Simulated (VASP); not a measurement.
Write the native input for VASP 6.6.1 that does the following.

- Task: single point
- Functional: PBEsol-based screened hybrid with 25 % exact exchange
- Potentials or basis: VASP PAW PBE potentials, release 64 (Cu)
- Cutoff: 520 eV
- k mesh: 7 × 6 × 7
- Occupations: fermi-dirac, width 0.05 eV
- Spin: no spin polarisation
- Dipole correction: no
- Grid for exact exchange (PRECFOCK): Normal
- Share of exact exchange: 0.25
- Further INCAR settings: ALGO = Normal; EDIFF = 1e-07; NBANDS = 12
- Screening parameter: 0.207 1/Å

Cu:

```
Cu
1.0
    -0.00443    1.78843    1.83853
     1.82291   -0.01749    1.85160
     1.78282    1.76140    0.02260
Cu
1
Cartesian
  0.0000 0.0000 0.0000
```

These files were run (other wordings do the same):

POSCAR

```
Cu
1.0
   -0.0044255800      1.7884307700      1.8385346600
    1.8229069400     -0.0174867600      1.8515958300
    1.7828182100      1.7614032200      0.0226019700
Cu
1
Direct
    0.0000000000      0.0000000000      0.0000000000
```

INCAR.step1

```
SYSTEM = Cu
PREC = Accurate
ENCUT = 520
EDIFF = 1E-5
ISMEAR = -1
SIGMA = 0.05
LREAL = .False.
LASPH = .True.
NELM = 60
ALGO = Normal
ISIF = 2
LWAVE = .True.
LCHARG = .False.
NBANDS = 12
GGA = PE
```

INCAR.step2

```
SYSTEM = Cu
PREC = Accurate
ENCUT = 520
EDIFF = 1E-7
ISMEAR = -1
SIGMA = 0.05
LREAL = .False.
LASPH = .True.
NELM = 60
ALGO = Normal
ISIF = 2
LWAVE = .False.
LCHARG = .False.
GGA = PS
LHFCALC = .True.
AEXX = 0.25
HFSCREEN = 0.207
PRECFOCK = Normal
NBANDS = 12
ISTART = 1
```

KPOINTS

```
regular mesh
0
Gamma
  7 6 7
  0 0 0
```

Potentials or basis: VASP PAW PBE potentials, release 64 (Cu).

Run with:

```sh
$ cat potpaw_PBE.64/Cu/POTCAR > POTCAR
$ cp INCAR.step1 INCAR
$ mpirun -np 1 vasp_std > vasp.out
$ cp INCAR.step2 INCAR
$ mpirun -np 1 vasp_std > vasp.out
```

It gave:

* Pressure: -3.1 GPa
* Band gap on the k mesh: zero (an odd number of electrons rules out a gap without spin polarisation)

Caveat: the k points lie up to 0.50 Å⁻¹ apart, too coarse for converged energies and pressures of a metal; the PAW data sets were made with another functional, which shifts forces and pressure a little.

It took 2.1 h on 1 thread of Oxide Virtual Turin-like Processor, with other jobs on the host, peak memory 0.21 GiB.
